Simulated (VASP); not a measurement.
# LaY4F (F-43m) in VASP: notebook

The runs below take LaY4F through single point, relaxation of cell and atoms, with PBE.

All numbers are computed with VASP 6.6.1; they aren't measurements. Logs are shortened: lines on timing, memory, paths and dates and some standing lists are left out, and cuts for length are marked.

### Step 1. The cell of the first run

The structure is cubic, space group F-43m (No. 216). Conventional cell: a = 9.435 Å, b = 9.435 Å, c = 9.435 Å, α = 90.00°, β = 90.00°, γ = 90.00°. La (site symmetry -43m) has 12 Y at 3.91 Å and 4 F at 4.09 Å within 5.1 Å. Within 4.3 Å of Y (site symmetry 3m) lie 6 Y at 3.30 to 3.37 Å and 3 La at 3.91 Å and 3 F at 3.92 Å. F (site symmetry -43m) has 12 Y at 3.92 Å and 4 La at 4.09 Å within 5.1 Å.

### Step 2. Single point, PBE

The input, INCAR:

```
SYSTEM = LaY4F
PREC     = Accurate       ! precision mode
ENCUT    = 520            ! plane-wave cutoff, eV
EDIFF    = 1E-7           ! SCF threshold, eV
ISMEAR   = 0              ! smearing method
SIGMA    = 0.1            ! smearing width, eV
LREAL    = .FALSE.        ! projectors in reciprocal space
LASPH    = .TRUE.         ! aspherical terms in the spheres
NELM     = 60             ! most SCF steps
ALGO     = Normal         ! electronic algorithm
ISIF     = 2              ! what is computed and relaxed
LWAVE    = .FALSE.        ! write WAVECAR
LCHARG   = .TRUE.         ! write CHGCAR
GGA      = PE             ! functional
LELF     = .TRUE.         ! ELF
LVHAR    = .TRUE.       
NBANDS   = 40             ! bands
```

The input, KPOINTS:

```
regular mesh
0
G
  4 4 4
  0 0 0
```

The input, POSCAR:

```
LaY4F
1.0
    0.0000000000      4.7176184705      4.7176184705
    4.7176184705      0.0000000000      4.7176184705
    4.7176184705      4.7176184705      0.0000000000
La Y F
1 4 1
Direct
    0.0000000000      0.0000000000      0.0000000000
    0.8793191150      0.3735602950      0.3735602950
    0.3735602950      0.3735602950      0.3735602950
    0.3735602950      0.8793191150      0.3735602950
    0.3735602950      0.3735602950      0.8793191150
    0.7500000000      0.7500000000      0.7500000000
```

Potentials or basis: VASP PAW PBE potentials, release 64 (La, Y_sv, F).

Run with:

```sh
cat potpaw_PBE.64/La/POTCAR potpaw_PBE.64/Y_sv/POTCAR potpaw_PBE.64/F/POTCAR > POTCAR
mpirun -np 1 vasp_std > vasp.out
```

OUTCAR:

```text
SYSTEM = LaY4F
   PREC = Accurate
   ENCUT = 520
   EDIFF = 1E-7
   ISMEAR = 0
   LREAL = .FALSE.
   LASPH = .TRUE.
   NELM = 60
   ISIF = 2
   GGA = PE

 ion  position               nearest neighbor table
   1  0.000  0.000  0.000-   2 3.91   4 3.91   5 3.91   3 3.91   3 3.91   3 3.91   2 3.91   2 3.91
                             5 3.91   4 3.91   4 3.91   5 3.91
   2  0.879  0.374  0.374-   3 3.30   4 3.30   5 3.30   4 3.37   5 3.37   3 3.37   1 3.91   1 3.91
                             1 3.91
   3  0.374  0.374  0.374-   2 3.30   4 3.30   5 3.30   2 3.37   4 3.37   5 3.37   1 3.91   1 3.91
                             1 3.91
   4  0.374  0.879  0.374-   2 3.30   3 3.30   5 3.30   2 3.37   5 3.37   3 3.37   1 3.91   1 3.91
                             1 3.91
   5  0.374  0.374  0.879-   2 3.30   3 3.30   4 3.30   4 3.37   2 3.37   3 3.37   1 3.91   1 3.91
                             1 3.91
   6  0.750  0.750  0.750-

  LATTYP: Found a face centered cubic cell.
 ALAT       =     9.4352369410

  Lattice vectors:

 A1 = (   0.0000000000,   4.7176184705,   4.7176184705)
 A2 = (   4.7176184705,   0.0000000000,   4.7176184705)
 A3 = (   4.7176184705,   4.7176184705,   0.0000000000)

Analysis of symmetry for initial positions (statically):
=====================================================================
 Subroutine PRICEL returns:
 Original cell was already a primitive cell.

 Routine SETGRP: Setting up the symmetry group for a
 face centered cubic supercell.

 Subroutine GETGRP returns: Found 24 space group operations
 (whereof 24 operations were pure point group operations)
 out of a pool of 48 trial point group operations.

The static configuration has the point symmetry T_d .

Analysis of symmetry for dynamics (positions and initial velocities):
=====================================================================
 Subroutine PRICEL returns:
 Original cell was already a primitive cell.

 Routine SETGRP: Setting up the symmetry group for a
 face centered cubic supercell.

 Subroutine GETGRP returns: Found 24 space group operations
 (whereof 24 operations were pure point group operations)
 out of a pool of 48 trial point group operations.

The dynamic configuration has the point symmetry T_d .

 Subroutine INISYM returns: Found 24 space group operations
 (whereof 24 operations are pure point group operations),
 and found     1 'primitive' translations

----------------------------------------------------------------------------------------

                                     Primitive cell

  volume of cell :     209.9899

  direct lattice vectors                    reciprocal lattice vectors
     0.000000000  4.717618470  4.717618470    -0.105985680  0.105985680  0.105985680
     4.717618470  0.000000000  4.717618470     0.105985680 -0.105985680  0.105985680
     4.717618470  4.717618470  0.000000000     0.105985680  0.105985680 -0.105985680

  length of vectors
     6.671720023  6.671720023  6.671720023     0.183572582  0.183572582  0.183572582

  position of ions in fractional coordinates (direct lattice)
     0.000000000  0.000000000  0.000000000
     0.879319115  0.373560295  0.373560295
     0.373560295  0.373560295  0.373560295
     0.373560295  0.879319115  0.373560295
     0.373560295  0.373560295  0.879319115
     0.750000000  0.750000000  0.750000000

  ion indices of the primitive-cell ions
   primitive index   ion index
                 1           1
                 2           2
                 3           3
                 4           4
                 5           5
                 6           6

----------------------------------------------------------------------------------------

 KPOINTS: regular mesh

Automatic generation of k-mesh.
 Grid dimensions read from file:
 generate k-points for:    4    4    4

 Generating k-lattice:

  Cartesian coordinates                     Fractional coordinates (reciprocal lattice)
    -0.026496420  0.026496420  0.026496420     0.250000000  0.000000000  0.000000000
     0.026496420 -0.026496420  0.026496420     0.000000000  0.250000000  0.000000000
     0.026496420  0.026496420 -0.026496420     0.000000000  0.000000000  0.250000000

  Length of vectors
     0.045893146  0.045893146  0.045893146

  Shift w.r.t. Gamma in fractional coordinates (k-lattice)
     0.000000000  0.000000000  0.000000000

 Subroutine IBZKPT returns following result:
 ===========================================

 Found      8 irreducible k-points:

 Following reciprocal coordinates:
            Coordinates               Weight
  0.000000  0.000000  0.000000      1.000000
  0.250000  0.000000  0.000000      8.000000
  0.500000  0.000000  0.000000      4.000000
  0.250000  0.250000  0.000000      6.000000
  0.500000  0.250000  0.000000     24.000000
 -0.250000  0.250000  0.000000     12.000000
  0.500000  0.500000  0.000000      3.000000
 -0.250000  0.500000  0.250000      6.000000
   k-points           NKPTS =      8   k-points in BZ     NKDIM =      8   number of bands    NBANDS=     40
   number of dos      NEDOS =    301   number of ions     NIONS =      6
   total plane-waves  NPLWV = 125000
   dimension x,y,z NGX =    50 NGY =   50 NGZ =   50
   dimension x,y,z NGXF=   100 NGYF=  100 NGZF=  100
   ions per type =               1   4   1
   NGX,Y,Z   is equivalent  to a cutoff of  12.46, 12.46, 12.46 a.u.
   NGXF,Y,Z  is equivalent  to a cutoff of  24.92, 24.92, 24.92 a.u.
 SYSTEM =  LaY4F
   PREC   = accura    normal or accurate (medium, high low for compatibility)
   ISTART =      0    job   : 0-new  1-cont  2-samecut
   ICHARG =      2    charge: 1-file 2-atom 10-const
   ISPIN  =      1    spin polarized calculation?
   LNONCOLLINEAR =      F non collinear calculations
   LSORBIT =      F    spin-orbit coupling
   LASPH  =      T    aspherical Exc in radial PAW
   ENCUT  =  520.0 eV  38.22 Ry    6.18 a.u.  12.40 12.40 12.40*2*pi/ulx,y,z
   NELM   =     60;   NELMIN=  2; NELMDL= -5     # of ELM steps
   EDIFF  = 0.1E-06   stopping-criterion for ELM
   LREAL  =      F    real-space projection
   EDIFFG = 0.1E-05   stopping-criterion for IOM
   NSW    =      0    number of steps for IOM
   IBRION =     -1    ionic relax: 0-MD 1-quasi-New 2-CG
   NFREE  =      0    steps in history (QN), initial steepest desc. (CG)
   ISIF   =      2    stress and relaxation
   ISYM   =      2    0-nonsym 1-usesym 2-fastsym
   POTIM  = 0.5000    time-step for ionic-motion
   TEBEG  =    0.0;   TEEND  =   0.0 temperature during run
   PSTRESS=    0.0 pullay stress
   NELECT =      62.0000    total number of electrons
   NUPDOWN=      -1.0000    fix difference up-down
   EMIN   =  10.00;   EMAX   =-10.00  energy-range for DOS
   EFERMI =   0.00;   METHOD = LEGACY
   ISMEAR =     0;   SIGMA  =   0.10  broadening in eV -4-tet -1-fermi 0-gaus
   EFERMI_NEDOS =   21; number of points for ismear=-14 and -15
   IALGO  =     38    algorithm
   IMIX   =      4    mixing-type and parameters
     AMIX     =   0.40;   BMIX     =  1.00
     AMIX_MAG =   1.60;   BMIX_MAG =  1.00
  volume/ion in A,a.u.               =      35.00       236.18
  Fermi-wavevector in a.u.,A,eV,Ry     =   1.090116  2.060020 16.168513  1.188352
  Thomas-Fermi vector in A             =   2.226333
   LORBIT       =      0    0 simple, 1 ext, 2 COOP (PROOUT), +10 PAW based schemes
   GGA     = PE    functional components
   LHFCALC =     F    Hartree Fock is set to
   AEXX    =    0.0000 exact exchange contribution
   IVDW    =     0    specifies the selected vdW correction
   LEPSILON=     F    determine dielectric tensor
   LRPA    =     F    only Hartree local field effects (RPA)
 non-spin polarized calculation
 Gauss-broadening in eV      SIGMA  =   0.10
  energy-cutoff  :      520.00
  volume of cell :      209.99
 maximum number of plane-waves:      5680
 NGX is ok and might be reduce to    50
   NGX = 25   NGY = 25   NGZ = 25

 number of electron      62.0000012 magnetization

 Free energy of the ion-electron system (eV)
  ---------------------------------------------------
  ext. energy  EPLUGINS =         0.00000000
  ---------------------------------------------------
  free energy    TOTEN  =       -31.22530046 eV

  energy without entropy =      -31.14815945  energy(sigma->0) =      -31.18672996

 E-fermi :   2.8009     XC(G=0):  -8.6676

 val. band max:        2.7912071224   @ k =   0.5000   0.0000   0.0000
 cond. band min:       2.8039902693   @ k =  -0.2500   0.5000   0.2500
 fundamental gap:      0.0127831469
 Fermi energy:         2.8008585355

 k-point     1 :       0.0000    0.0000    0.0000
  band No.  band energies     occupation
      1     -40.1837      2.00000
      2     -40.0810      2.00000
      3     -40.0810      2.00000
      4     -40.0810      2.00000
      5     -30.3225      2.00000
      6     -20.6574      2.00000
[... 32 lines left out ...]
     39       3.9832      0.00000
     40       4.2355      0.00000

 k-point     2 :       0.2500    0.0000    0.0000
  band No.  band energies     occupation
      1     -40.1733      2.00000
      2     -40.0917      2.00000
      3     -40.0810      2.00000
      4     -40.0810      2.00000
      5     -30.3226      2.00000
      6     -20.5856      2.00000
[... 32 lines left out ...]
     39       4.0833      0.00000
     40       4.1340      0.00000

 k-point     3 :       0.5000    0.0000    0.0000
  band No.  band energies     occupation
      1     -40.1589      2.00000
      2     -40.1064      2.00000
      3     -40.0810      2.00000
      4     -40.0810      2.00000
      5     -30.3227      2.00000
      6     -20.5157      2.00000
[... 165 lines left out ...]
  band No.  band energies     occupation
      1     -40.1391      2.00000
      2     -40.1263      2.00000
      3     -40.0811      2.00000
      4     -40.0811      2.00000
      5     -30.3227      2.00000
      6     -20.3891      2.00000
[... 32 lines left out ...]
     39       3.9459      0.00000
     40       4.0624      0.00000

 k-point     8 :      -0.2500    0.5000    0.2500
  band No.  band energies     occupation
      1     -40.1391      2.00000
      2     -40.1263      2.00000
      3     -40.0811      2.00000
      4     -40.0811      2.00000
      5     -30.3228      2.00000
      6     -20.3611      2.00000
[... 32 lines left out ...]
     39       3.9430      0.00000
     40       4.0926      0.00000

------------------------ aborting loop because EDIFF is reached ----------------------------------------

  FORCE on cell =-STRESS in cart. coord.  units (eV):
  Direction    XX          YY          ZZ          XY          YZ          ZX
  --------------------------------------------------------------------------------------
  -------------------------------------------------------------------------------------
  Total       -0.2020737     -0.2020737     -0.2020737     -0.0000000      0.0000000     -0.0000000
  in kB       -1.5417786     -1.5417786     -1.5417786     -0.0000000      0.0000000     -0.0000000
  external PRESSURE =      -1.5417786 kB  Pullay stress =       0.0000000 kB

 VOLUME and BASIS-vectors are now :
 -----------------------------------------------------------------------------
  energy-cutoff  :      520.00
  volume of cell :      209.99
      direct lattice vectors                 reciprocal lattice vectors
     0.000000000  4.717618470  4.717618470    -0.105985680  0.105985680  0.105985680
     4.717618470  0.000000000  4.717618470     0.105985680 -0.105985680  0.105985680
     4.717618470  4.717618470  0.000000000     0.105985680  0.105985680 -0.105985680

 POSITION                                       TOTAL-FORCE (eV/Angst)
 -----------------------------------------------------------------------------------
      0.00000      0.00000      0.00000        -0.000000     -0.000000     -0.000000
      3.52463      5.91061      5.91061        -0.007489      0.007489      0.007489
      3.52463      3.52463      3.52463        -0.007489     -0.007489     -0.007489
      5.91061      3.52463      5.91061         0.007489     -0.007489      0.007489
      5.91061      5.91061      3.52463         0.007489      0.007489     -0.007489
      7.07643      7.07643      7.07643        -0.000000     -0.000000     -0.000000
 -----------------------------------------------------------------------------------
    total drift:                               -0.000000     -0.000000     -0.000000

  FREE ENERGIE OF THE ION-ELECTRON SYSTEM (eV)
  ---------------------------------------------------
  free  energy   TOTEN  =       -31.2253004592 eV

  energy  without entropy=      -31.1481594513  energy(sigma->0) =      -31.18672996
```

It took 5.5 min on 1 thread of AMD EPYC 7R13, shared host; peak memory 0.37 GiB.

Results:

- Free energy: -31.2253 eV
- Pressure: -0.2 GPa
- Largest force: 0.013 eV/Å
- Band gap on the k mesh: zero (band 31 reaches 2.95 eV, above the bottom of band 32 at 2.77 eV)

Forces in eV/Å, atoms in the order of the input:
```
La   0.000  0.000  0.000
Y   -0.007  0.007  0.007
Y   -0.007 -0.007 -0.007
Y    0.007 -0.007  0.007
Y    0.007  0.007 -0.007
F    0.000  0.000  0.000
```

Levels at points of the mesh, in eV from the Fermi level:
```tsv
k point	band 28	band 29	band 30	band 31	band 32	band 33
(0.00, 0.00, 0.00)	-1.22	-1.22	0.11	0.11	0.12	0.12
(0.50, 0.00, 0.00)	-0.90	-0.81	-0.29	-0.01	-0.01	0.47
(0.50, 0.50, 0.00)	-0.36	-0.36	-0.20	0.04	0.14	0.15
```

Caveat: spin-orbit coupling is left out, which moves the levels of the heavy elements.

### Step 3. Relaxation of cell and atoms, PBE

This run uses another cell than the first one, of 22.04 Å³/atom, 0.630 times its volume.

The input, INCAR:

```
SYSTEM = LaY4F
PREC     = Accurate       ! precision mode
ENCUT    = 600            ! plane-wave cutoff, eV
EDIFF    = 1E-6           ! SCF threshold, eV
ISMEAR   = 0              ! smearing method
SIGMA    = 0.1            ! smearing width, eV
LREAL    = .FALSE.        ! projectors in reciprocal space
LASPH    = .TRUE.         ! aspherical terms in the spheres
NELM     = 60             ! most SCF steps
ALGO     = Normal         ! electronic algorithm
ISIF     = 3              ! what is computed and relaxed
LWAVE    = .FALSE.        ! write WAVECAR
LCHARG   = .FALSE.        ! write CHGCAR
GGA      = PE             ! functional
IBRION   = 2              ! ionic algorithm
NSW      = 90             ! ionic steps
EDIFFG   = -0.04          ! ionic threshold
```

The input, KPOINTS:

```
Automatic mesh
0
G
  4 4 4
  0 0 0
```

The input, POSCAR:

```
LaY4F
1.0
    0.0000000000      4.0437221000      4.0437221000
    4.0437221000      0.0000000000      4.0437221000
    4.0437221000      4.0437221000      0.0000000000
La Y F
1 4 1
Direct
    0.0000000000      0.0000000000      0.0000000000
    0.8769740200      0.3743419900      0.3743419900
    0.3743419900      0.3743419900      0.3743419900
    0.3743419900      0.8769740200      0.3743419900
    0.3743419900      0.3743419900      0.8769740200
    0.7500000000      0.7500000000      0.7500000000
```

Potentials or basis: VASP PAW PBE potentials, release 64 (La, Y_sv, F).

Run with:

```sh
cat potpaw_PBE.64/La/POTCAR potpaw_PBE.64/Y_sv/POTCAR potpaw_PBE.64/F/POTCAR > POTCAR
mpirun -np 1 vasp_std > vasp.out
```

It took 21 min on 1 thread of AMD EPYC 7R13, shared host; peak memory 0.35 GiB.

Results (log left out):

| Property | Result |
| --- | --- |
| Free energy | -31.1734 eV |
| Relaxed volume | 34.43 Å³/atom |
| Relaxed cell | a = 6.636 Å, b = 6.636 Å, c = 6.636 Å, α = 60.00°, β = 60.00°, γ = 60.00° |
| Space group after relaxing (to 0.05 Å) | F-43m (No. 216) |
| Energy gained by relaxing | 609.8 meV/atom |
| Ionic steps | 8 |
| Pressure after relaxing | 0.0 GPa |
| Band gap on the k mesh | zero (band 31 reaches 3.04 eV, above the bottom of band 32 at 2.86 eV) |

Step by step:
| step | energy change (eV) | largest force (eV/Å) | pressure (GPa) | volume (Å³) |
| --- | --- | --- | --- | --- |
| 1 | 0.0000 | 0.1244 | 21.38 | 132.24 |
| 2 | -3.6102 | 0.2176 | 1.39 | 196.92 |
| 3 | -3.6162 | 0.2626 | -1.14 | 215.00 |
| 4 | -3.6489 | 0.2456 | 0.00 | 206.25 |
| 5 | -3.6478 | 0.2412 | 0.24 | 204.55 |
| 6 | -3.6561 | 0.0936 | 0.23 | 204.78 |
| 7 | -3.6578 | 0.0089 | 0.22 | 204.94 |
| 8 | -3.6589 | 0.0001 | 0.00 | 206.60 |

Final structure:
```xyz
6
Lattice="0.0000 4.6921 4.6921 4.6921 0.0000 4.6921 4.6921 4.6921 0.0000" Properties=species:S:1:pos:R:3 pbc="T T T"
La    0.0000    0.0000    0.0000
Y     3.5056    5.8786    5.8786
Y     3.5056    3.5056    3.5056
Y     5.8786    3.5056    5.8786
Y     5.8786    5.8786    3.5056
F     7.0381    7.0381    7.0381
```

Levels at points of the mesh, in eV from the Fermi level:
| k point | band 28 | band 29 | band 30 | band 31 | band 32 | band 33 |
| --- | --- | --- | --- | --- | --- | --- |
| (0.00, 0.00, 0.00) | -1.23 | -1.23 | 0.10 | 0.10 | 0.12 | 0.12 |
| (0.50, 0.00, 0.00) | -0.91 | -0.82 | -0.30 | -0.01 | -0.01 | 0.50 |
| (0.50, 0.50, 0.00) | -0.35 | -0.35 | -0.21 | 0.04 | 0.14 | 0.15 |

Caveat: the volume moved by over 15 % at a fixed basis, so the end points are rough; spin-orbit coupling is left out, which moves the levels of the heavy elements.
